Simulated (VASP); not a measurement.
Set up this calculation in VASP 6.6.1, as the native input.

```yaml
Task: single point
Functional: PBE
Potentials_or_basis: VASP PAW PBE potentials, release 64 (Pt, F)
Cutoff: 520 eV
k_mesh: 6 × 6 × 4
Occupations: gaussian, width 0.1 eV
Spin: collinear spin, ferromagnetic start
Starting_moments: "[1.0, 1.0, 0.18, 0.22, 0.22] μB"
Dipole_correction: no
Further_INCAR_settings: ALGO = Normal; EDIFF = 1e-07; NBANDS = 32
```

The structure of Pt2F3 lies in POSCAR:

```
Pt2F3
1.0
    3.7014014142      0.0000000000      0.0000000000
   -1.8507007071      3.2055076544      0.0000000000
    0.0000000000      0.0000000000      6.4039739527
Pt F
2 3
Direct
    0.3333333333      0.6666666667      0.1839234136
    0.6666666667      0.3333333333      0.8160765864
    0.0000000000      0.0000000000      0.0000000000
    0.3333333333      0.6666666667      0.6810232165
    0.6666666667      0.3333333333      0.3189767835
```

These files were run (other wordings do the same):

INCAR

```
PREC = Accurate ; ENCUT = 520
EDIFF = 1E-7 ; ISMEAR = 0
SIGMA = 0.1 ; LREAL = False
LASPH = True ; NELM = 150
ALGO = Normal ; ISIF = 2
LWAVE = False ; LCHARG = False
ISPIN = 2 ; MAGMOM = 1 1 0.18 0.22 0.22
LORBIT = 11 ; LMAXMIX = 4
GGA = PE ; NBANDS = 32
```

KPOINTS

```
Automatic mesh
0
Gamma
  6 6 4
```

Potentials or basis: VASP PAW PBE potentials, release 64 (Pt, F).

The run is started by

```console
$ cat potpaw_PBE.64/Pt/POTCAR potpaw_PBE.64/F/POTCAR > POTCAR
$ mpirun -np 1 vasp_std > vasp.out
```

It gave:

| Quantity | Value |
| --- | --- |
| Pressure | -0.3 GPa |
| Largest force | 0.010 eV/Å |
| Band gap on the k mesh | zero (filled and empty bands overlap) |
| Net moment | 2.97 μB per cell |
| Site moments | Pt +1.20; F +0.15, +0.17 μB |
| Valence electrons inside the program's atomic spheres | Pt 8.59; F 6.00, 5.99 |

Caveat: spin-orbit coupling is left out, which moves the levels of the heavy elements.

Run time: 58 s on 1 thread of Intel(R) Xeon(R) 6975P-C (Granite Rapids) (shared host), peak memory 0.26 GiB.
